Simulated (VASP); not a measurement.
## Ge: single point with PBE

Crystal: Ge.

```
Ge
1.0
     4.01305    0.00000    0.00000
    -2.00653    3.47540    0.00000
     0.00000    0.00000   13.68972
Ge
8
Direct
  0.00000 0.00000 0.40959
  0.00000 0.00000 0.59041
  0.00000 0.00000 0.90959
  0.00000 0.00000 0.09041
  0.33333 0.66667 0.34420
  0.66667 0.33333 0.65580
  0.66667 0.33333 0.84420
  0.33333 0.66667 0.15580
```

This isn't the form of Ge at room conditions, which is diamond.

This cell differs from its parent crystal: atoms shifted along a free coordinate, c/a of the conventional cell at fixed volume 3.4113.

```json
{"Program": "VASP 6.6.1", "Task": "single point", "Functional": "PBE", "Potentials or basis": "VASP PAW PBE potentials, release 64 (Ge_d)", "Cutoff": "520 eV", "k mesh": "15 × 15 × 4", "Occupations": "gaussian, width 0.15 eV", "Spin": "no spin polarisation", "Dipole correction": "no", "Further INCAR settings": "ALGO = Fast; EDIFF = 1e-06; NBANDS = 66"}
```

```json
{
 "Pressure": "0.0 GPa",
 "Largest force": "0.309 eV/Å",
 "Band gap on the k mesh": "zero (bands 56 and 57 overlap by 0.19 eV)"
}
```

Forces on the atoms (eV/Å):
```
Ge   0.000  0.000 -0.309
Ge   0.000  0.000  0.309
Ge   0.000  0.000 -0.309
Ge   0.000  0.000  0.309
Ge   0.000  0.000 -0.130
Ge   0.000  0.000  0.130
Ge   0.000  0.000 -0.130
Ge   0.000  0.000  0.130
```

Stress tensor (GPa, compression positive):
```
 1.34  0.00  0.00
 0.00  1.34  0.00
 0.00  0.00 -2.75
```

Levels at points of the mesh, in eV from the Fermi level:
| k point | band 52 | band 53 | band 54 | band 55 | band 56 | band 57 | band 58 | band 59 | band 60 | band 61 |
| --- | --- | --- | --- | --- | --- | --- | --- | --- | --- | --- |
| (0.00, 0.00, 0.00) | -0.70 | -0.70 | -0.60 | -0.38 | 0.08 | 0.08 | 0.27 | 0.69 | 0.89 | 2.39 |
| (0.00, 0.00, 0.50) | -1.10 | -0.21 | -0.21 | -0.21 | -0.21 | 0.40 | 0.40 | 1.04 | 1.04 | 2.83 |

Wall time 16 min on 1 thread of Oxide Virtual Turin-like Processor (shared host), peak memory 0.72 GiB.

Caveat: semilocal functionals underestimate gaps, so a narrow gap can read as zero.
